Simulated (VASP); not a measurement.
Set up this calculation in VASP 6.6.1, as the native input.

```
Task                   : single point
Functional             : PBE
Potentials or basis    : VASP PAW PBE potentials, release 64 (Ni)
Cutoff                 : 520 eV
k mesh                 : 15 × 15 × 15
Occupations            : gaussian, width 0.1 eV
Spin                   : collinear spin, ferromagnetic start
Starting moments       : [0.672] μB
Dipole correction      : no
Further INCAR settings : ALGO = Normal; EDIFF = 1e-07; NBANDS = 15
```

The structure of Ni lies in POSCAR:

```
Ni
1.0
    0.0000000000      1.7596893266      1.7596893266
    1.7596893266      0.0000000000      1.7596893266
    1.7596893266      1.7596893266      0.0000000000
Ni
1
Direct
    0.0000000000      0.0000000000      0.0000000000
```

These files were run (other wordings do the same):

INCAR

```
PREC = Accurate
ENCUT = 520
EDIFF = 1E-7
ISMEAR = 0
SIGMA = 0.1
LREAL = F
LASPH = T
NELM = 150
ALGO = Normal
ISIF = 2
LWAVE = F
LCHARG = F
ISPIN = 2
MAGMOM = 0.672
LORBIT = 11
LMAXMIX = 4
GGA = PE
NBANDS = 15
```

KPOINTS

```
regular mesh
0
Gamma
  15 15 15
```

Potentials or basis: VASP PAW PBE potentials, release 64 (Ni).

Launch:

```sh
$ cat potpaw_PBE.64/Ni/POTCAR > POTCAR
$ mpirun -np 1 vasp_std > vasp.out
```

Results of the run:

```json
{
 "Pressure": "-0.1 GPa",
 "Net moment": "0.64 μB per cell",
 "Site moments": "Ni +0.66 μB",
 "Valence electrons inside the program's atomic spheres": "Ni 9.31"
}
```

Run time: 43 s on 1 thread of Intel(R) Xeon(R) Platinum 8259CL CPU @ 2.50GHz (Skylake/Cascade Lake), with other jobs on the host, peak memory 0.15 GiB.
